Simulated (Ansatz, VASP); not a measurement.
One calculation of La3Tl, two programs

```
La Tl
1.0
     5.02604    0.00000    0.00000
     0.00000    5.02604    0.00000
     0.00000    0.00000    5.02604
La Tl
3 1
Direct
  0.00000 0.50000 0.50000
  0.50000 0.00000 0.50000
  0.50000 0.50000 0.00000
  0.00000 0.00000 0.00000
```

Change from the starting cell: volume scaled by 0.98.

Alike in both runs: task single point; functional LDA; k mesh 8 × 8 × 8; occupations fermi-dirac, width 0.08 eV; no spin polarisation.

|  | VASP | Ansatz |
| --- | --- | --- |
| version | VASP 6.6.1 | Ansatz 0.2.0 |
| potentials or method | VASP PAW LDA potentials, release 64 (La, Tl_d), cutoff 520 eV | all-electron LAPW, scalar-relativistic |

```csv
,VASP,Ansatz,Ansatz less VASP
pressure (GPa),-2.9,-2.9,+0.05
```

LDA's correlation is that of Perdew and Zunger in VASP and of Perdew and Wang (1992) in Ansatz. Ansatz ran all-electron here, and VASP with PAW potentials.

Spin-orbit coupling is off throughout.
